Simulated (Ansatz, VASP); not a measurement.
GaSb in VASP and in Ansatz

```
Ga Sb
1.0
     0.00000    3.09654    3.09654
     3.09654    0.00000    3.09654
     3.09654    3.09654    0.00000
Ga Sb
1 1
Direct
  0.00000 0.00000 0.00000
  0.25000 0.25000 0.25000
```

Change from the starting cell: hydrostatic strain +1.0%.

Alike in both runs: task single point; functional PBE; k mesh 8 × 8 × 8; occupations fermi-dirac, width 0.02 eV; no spin polarisation.

|  | VASP | Ansatz |
| --- | --- | --- |
| version | VASP 6.6.1 | Ansatz 0.2.0 |
| potentials or method | VASP PAW PBE potentials, release 64 (Ga_d, Sb) | plane waves, PAW |
| plane-wave cutoff (eV) | 520 | 420 |
| valence electrons in the cell | 18 | 28 |

VASP gave:

* pressure (GPa): 0.6

Q: Which values does Ansatz return?

A: Pressure (GPa): 0.5.

The functional is the same, so the differences come from potentials, cutoffs and numerics. VASP's potentials hold 18 valence electrons a cell and Ansatz's 28, so a difference there can come from the potentials and not from the codes.

Spin-orbit coupling is off throughout.
